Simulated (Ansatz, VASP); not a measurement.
# HfC: VASP beside Ansatz

```xyz
2
Lattice="0.0000 2.1855 2.3250 2.1855 0.0000 2.3250 2.1855 2.1855 0.0000" Properties=species:S:1:pos:R:3 pbc="T T T"
Hf    2.1855    2.1855    2.3250
C     0.0000    0.0000    0.0000
```

Change from the starting cell: strain -0.0600 x Voigt [1, 1, 0, 0, 0, 0], atoms carried along.

Alike in both runs: task single point; functional PBEsol; k mesh 18 × 18 × 18; occupations gaussian, width 0.15 eV; no spin polarisation.

```csv
,VASP,Ansatz
version,VASP 6.6.1,Ansatz 0.2.0
potentials or method,"VASP PAW PBE potentials, release 64 (Hf_pv, C), cutoff 520 eV","scalar-relativistic, plane waves, PAW"
valence electrons in the cell,14,30
```

Ansatz gave:

* gap on the k mesh at the Fermi level (eV): none
* pressure (GPa): 30.8
* traceless stress, the component that is largest in VASP (GPa): -24.71

**Question.** Estimate VASP's values.

**Answer.** gap on the k mesh at the Fermi level (eV): none; pressure (GPa): 31.4; traceless stress, the component that is largest in VASP (GPa): -25.32.

VASP's potentials were made for PBE, not for PBEsol. A gap of «none» marks a metal or a gap that the smearing closes. Both programs put the cell under a high pressure, so it lies far from rest at this level. VASP's potentials hold 14 valence electrons a cell and Ansatz's 30, so a difference there can come from the potentials and not from the codes.

Spin-orbit coupling is off throughout.
